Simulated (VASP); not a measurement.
# Er (Fm-3m) in VASP: a series of runs

The runs below take Er through single point, with PBE.

All numbers are computed with VASP 6.6.1; they aren't measurements. Logs are shortened: lines on timing, memory, paths and dates and some standing lists are left out, and cuts for length are marked.

### Step 1. The cell of the first run

It takes space group Fm-3m (No. 225, cubic). The conventional cell has a = 5.025 Å, b = 5.025 Å, c = 5.025 Å, α = 90.00°, β = 90.00°, γ = 90.00°. Within 4.7 Å of Er (site symmetry m-3m) lie 12 Er at 3.55 Å.

### Step 2. Single point, PBE, collinear spin, ferromagnetic start (volume scaled by 1.04)

Input file INCAR:

```
SYSTEM = Er
  PREC = Accurate
  ENCUT = 520
  EDIFF = 1E-6
  ISMEAR = -1
  SIGMA = 0.05
  LREAL = .FALSE.
  LASPH = .TRUE.
  NELM = 150
  ALGO = Normal
  ISIF = 2
  LWAVE = .FALSE.
  LCHARG = .FALSE.
  ISPIN = 2
  MAGMOM = 3
  LORBIT = 11
  LMAXMIX = 6
  GGA = PE
  NBANDS = 21
```

Input file KPOINTS:

```
Automatic mesh
0
G
  9 9 9
  0 0 0
```

Input file POSCAR:

```
Er
1.0
    0.0000000000      2.5124766858      2.5124766858
    2.5124766858      0.0000000000      2.5124766858
    2.5124766858      2.5124766858      0.0000000000
Er
1
Direct
    0.0000000000      0.0000000000      0.0000000000
```

Potentials or basis: VASP PAW PBE potentials, release 64 (Er).

Started as:

```bash
$ cat potpaw_PBE.64/Er/POTCAR > POTCAR
$ mpirun -np 1 vasp_std > vasp.out
```

OUTCAR:

```text
SYSTEM = Er
   PREC = Accurate
   ENCUT = 520
   EDIFF = 1E-6
   ISMEAR = -1
   LREAL = .FALSE.
   LASPH = .TRUE.
   NELM = 150
   ISIF = 2
   ISPIN = 2
   LORBIT = 11
   GGA = PE

 ion  position               nearest neighbor table
   1  0.000  0.000  0.000-

  LATTYP: Found a face centered cubic cell.
 ALAT       =     5.0249533716

  Lattice vectors:

 A1 = (   0.0000000000,   2.5124766858,   2.5124766858)
 A2 = (   2.5124766858,   0.0000000000,   2.5124766858)
 A3 = (   2.5124766858,   2.5124766858,   0.0000000000)

Analysis of symmetry for initial positions (statically):
=====================================================================
 Subroutine PRICEL returns:
 Original cell was already a primitive cell.

 Routine SETGRP: Setting up the symmetry group for a
 face centered cubic supercell.

 Subroutine GETGRP returns: Found 48 space group operations
 (whereof 48 operations were pure point group operations)
 out of a pool of 48 trial point group operations.

The static configuration has the point symmetry O_h .

Analysis of symmetry for dynamics (positions and initial velocities):
=====================================================================
 Subroutine PRICEL returns:
 Original cell was already a primitive cell.

 Routine SETGRP: Setting up the symmetry group for a
 face centered cubic supercell.

 Subroutine GETGRP returns: Found 48 space group operations
 (whereof 48 operations were pure point group operations)
 out of a pool of 48 trial point group operations.

The dynamic configuration has the point symmetry O_h .

Analysis of structural, dynamic, and magnetic symmetry:
=====================================================================
 Subroutine PRICEL returns:
 Original cell was already a primitive cell.

 Routine SETGRP: Setting up the symmetry group for a
 face centered cubic supercell.

 Subroutine GETGRP returns: Found 48 space group operations
 (whereof 48 operations were pure point group operations)
 out of a pool of 48 trial point group operations.

The overall configuration has the point symmetry O_h .

 Subroutine INISYM returns: Found 48 space group operations
 (whereof 48 operations are pure point group operations),
 and found     1 'primitive' translations

----------------------------------------------------------------------------------------

                                     Primitive cell

  volume of cell :      31.7202

  direct lattice vectors                    reciprocal lattice vectors
     0.000000000  2.512476686  2.512476686    -0.199006822  0.199006822  0.199006822
[... 99 lines left out ...]
   ISMEAR =    -1;   SIGMA  =   0.05  broadening in eV -4-tet -1-fermi 0-gaus
   EFERMI_NEDOS =   21; number of points for ismear=-14 and -15
   IALGO  =     38    algorithm
   IMIX   =      4    mixing-type and parameters
     AMIX     =   0.40;   BMIX     =  1.00
     AMIX_MAG =   1.60;   BMIX_MAG =  1.00
  volume/ion in A,a.u.               =      31.72       214.06
  Fermi-wavevector in a.u.,A,eV,Ry     =   1.449118  2.738436 28.571450  2.099942
  Thomas-Fermi vector in A             =   2.566881
   LORBIT       =     11    0 simple, 1 ext, 2 COOP (PROOUT), +10 PAW based schemes
   GGA     = PE    functional components
   LHFCALC =     F    Hartree Fock is set to
   AEXX    =    0.0000 exact exchange contribution
   IVDW    =     0    specifies the selected vdW correction
   LEPSILON=     F    determine dielectric tensor
   LRPA    =     F    only Hartree local field effects (RPA)
 spin polarized calculation
  energy-cutoff  :      520.00
  volume of cell :       31.72
 maximum number of plane-waves:       881
   NGX = 13   NGY = 13   NGZ = 13

 number of electron      22.0000004 magnetization       2.4181807

 Free energy of the ion-electron system (eV)
  ---------------------------------------------------
  ext. energy  EPLUGINS =         0.00000000
  ---------------------------------------------------
  free energy    TOTEN  =        -5.02683418 eV

  energy without entropy =       -4.94639349  energy(sigma->0) =       -4.98661383

 E-fermi :   2.3618     XC(G=0): -10.0348

 val. band max:        2.3617512421   @ k =  -0.3333   0.3333   0.1111
 cond. band min:       2.3677072172   @ k =   0.3333   0.2222   0.1111
 fundamental gap:      0.0059559752
 Fermi energy:         2.3618437617

 spin component 1

 k-point     1 :       0.0000    0.0000    0.0000
  band No.  band energies     occupation
      1     -47.0569      1.00000
      2     -20.8680      1.00000
      3     -20.8680      1.00000
      4     -20.8680      1.00000
      5      -2.8540      1.00000
      6      -0.5572      1.00000
[... 565 lines left out ...]
     20      12.1493      0.00000
     21      17.4531      0.00000

 [... further k-points ...]

 spin component 2

 k-point     1 :       0.0000    0.0000    0.0000
  band No.  band energies     occupation
      1     -45.9866      1.00000
      2     -20.1033      1.00000
      3     -20.1033      1.00000
      4     -20.1033      1.00000
      5      -2.7999      1.00000
      6       1.7605      0.99999
[... 565 lines left out ...]
     20      12.4263      0.00000
     21      17.5668      0.00000

 [... further k-points ...]

------------------------ aborting loop because EDIFF is reached ----------------------------------------

  FORCE on cell =-STRESS in cart. coord.  units (eV):
  Direction    XX          YY          ZZ          XY          YZ          ZX
  --------------------------------------------------------------------------------------
  -------------------------------------------------------------------------------------
  Total        0.3232917      0.3232917      0.3232917      0.0000000      0.0000000      0.0000000
  in kB       16.3293569     16.3293569     16.3293569      0.0000000      0.0000000      0.0000000
  external PRESSURE =      16.3293569 kB  Pullay stress =       0.0000000 kB

 VOLUME and BASIS-vectors are now :
 -----------------------------------------------------------------------------
  energy-cutoff  :      520.00
  volume of cell :       31.72
      direct lattice vectors                 reciprocal lattice vectors
     0.000000000  2.512476686  2.512476686    -0.199006822  0.199006822  0.199006822
     2.512476686  0.000000000  2.512476686     0.199006822 -0.199006822  0.199006822
     2.512476686  2.512476686  0.000000000     0.199006822  0.199006822 -0.199006822

 POSITION                                       TOTAL-FORCE (eV/Angst)
 -----------------------------------------------------------------------------------
      0.00000      0.00000      0.00000         0.000000      0.000000     -0.000000
 -----------------------------------------------------------------------------------
    total drift:                               -0.000000     -0.000000     -0.000000

  FREE ENERGIE OF THE ION-ELECTRON SYSTEM (eV)
  ---------------------------------------------------
  free  energy   TOTEN  =        -5.0268341753 eV

  energy  without entropy=       -4.9463934919  energy(sigma->0) =       -4.98661383

 total charge

# of ion       s       p       d       f       tot
--------------------------------------------------
    1        2.140   5.751   0.391  11.367  19.647

 magnetization (x)

# of ion       s       p       d       f       tot
--------------------------------------------------
    1        0.004  -0.023   0.013   2.426   2.420
```

stdout:

```text
POSCAR found type information on POSCAR Er
 POSCAR found :  1 types and       1 ions
 scaLAPACK will be used
 LDA part: xc-table for (Slater+PW92), standard interpolation
 POSCAR, INCAR and KPOINTS ok, starting setup
 FFT: planning ... GRIDC
 FFT: planning ... GRID_SOFT
 FFT: planning ... GRID
 WAVECAR not read
 entering main loop
```

Wall time 49 s (1 thread of Intel Xeon 6975P-C (Granite Rapids), shared host); peak memory 0.2 GiB.

Results:

* Free energy: -5.0268 eV
* Pressure: 1.6 GPa
* Net moment: 2.42 μB per cell
* Site moments: Er +2.42 μB
* Valence electrons inside the program's atomic spheres: Er 19.65

Levels at points of the mesh, in eV from the Fermi level:
Spin up:
| k point | band 8 | band 9 | band 10 | band 11 | band 12 | band 13 | band 14 | band 15 | band 16 | band 17 |
| --- | --- | --- | --- | --- | --- | --- | --- | --- | --- | --- |
| (0.00, 0.00, 0.00) | -2.32 | -2.32 | -1.77 | -1.77 | -1.77 | 2.53 | 2.53 | 2.53 | 4.94 | 4.94 |
Spin down:
```
           k point  band 7  band 8  band 9  band 10  band 11  band 12  band 13  band 14
(0.00, 0.00, 0.00)   -0.60   -0.60   -0.06    -0.06    -0.06     0.20     2.74     2.74
```

Caveat: the magnetic or orbital state may not be the lowest; spin-orbit coupling is left out, which moves the levels of the heavy elements. The state reached can hang on the start; a lower one may exist.

### Step 3. Single point, PBE, collinear spin, ferromagnetic start (volume scaled by 1.06)

Input file INCAR:

```
SYSTEM = Er
PREC = Accurate ; ENCUT = 520
EDIFF = 1E-6 ; ISMEAR = -1
SIGMA = 0.05 ; LREAL = .FALSE.
LASPH = .TRUE. ; NELM = 150
ALGO = Normal ; ISIF = 2
LWAVE = .FALSE. ; LCHARG = .FALSE.
ISPIN = 2 ; MAGMOM = 3
LORBIT = 11 ; LMAXMIX = 6
GGA = PE ; NBANDS = 21
```

KPOINTS is that of step 2.

Input file POSCAR:

```
Er
1.0
    0.0000000000      2.5284801535      2.5284801535
    2.5284801535      0.0000000000      2.5284801535
    2.5284801535      2.5284801535      0.0000000000
Er
1
Direct
    0.0000000000      0.0000000000      0.0000000000
```

Potentials or basis: VASP PAW PBE potentials, release 64 (Er).

Started as:

```bash
$ cat potpaw_PBE.64/Er/POTCAR > POTCAR
$ mpirun -np 1 vasp_std > vasp.out
```

It took 72 s on 1 thread of Intel Xeon 6975P-C (Granite Rapids), shared host; peak memory 0.21 GiB.

Results (log left out):

* Free energy: -4.7511 eV
* Pressure: 0.9 GPa
* Net moment: 2.17 μB per cell
* Site moments: Er +2.30 μB
* Valence electrons inside the program's atomic spheres: Er 19.66

Levels at points of the mesh, in eV from the Fermi level:
Spin up:
```tsv
k point	band 8	band 9	band 10	band 11	band 12	band 13	band 14	band 15	band 16	band 17
(0.00, 0.00, 0.00)	-1.94	-1.90	-1.78	-1.78	-1.78	2.67	2.67	2.67	4.95	4.95
```
Spin down:
| k point | band 7 | band 8 | band 9 | band 10 | band 11 | band 12 | band 13 | band 14 |
| --- | --- | --- | --- | --- | --- | --- | --- | --- |
| (0.00, 0.00, 0.00) | -0.10 | -0.10 | -0.10 | 0.07 | 0.07 | 0.07 | 2.72 | 2.72 |

Caveat: the magnetic or orbital state may not be the lowest; spin-orbit coupling is left out, which moves the levels of the heavy elements.
